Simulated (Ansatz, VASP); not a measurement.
**LiF2 in VASP and in Ansatz**

```
Li F
1.0
     3.16993    0.00000    0.00000
    -1.58497    2.74524    0.00000
     0.00000    0.00000    5.17650
Li F
1 2
Direct
  0.33333 0.66667 0.00000
  0.33333 0.66667 0.37500
  0.66667 0.33333 0.87500
```

Change from the starting cell: ordered vacancies on the cation sites of wurtzite (P3m1, No. 156).

Alike in both runs: task single point; functional PBE; k mesh 6 × 6 × 4; occupations gaussian, width 0.1 eV; no spin polarisation.

```csv
,VASP,Ansatz
version,VASP 6.6.1,Ansatz 0.2.0
potentials or method,"VASP PAW PBE potentials, release 64 (Li_sv, F), cutoff 750 eV","scalar-relativistic, plane waves, PAW"
valence electrons in the cell,17,17
```

```csv
,VASP,Ansatz,Ansatz less VASP
gap on the k mesh at the Fermi level (eV),none,none,-
pressure (GPa),-3.2,-2.9,+0.30
"traceless stress, the component that is largest in VASP (GPa)",-2.11,-2.11,+0.004
rms of the force components (eV/Å),0.290,0.286,-0.0044
```

Atom by atom the forces differ by 0.005 eV/Å (rms over components). A gap of «none» marks a metal or a gap that the smearing closes. With one functional, cell and mesh, what is left measures potentials, basis and numerics.

The k mesh is coarse, so the values compare programs but aren't converged.
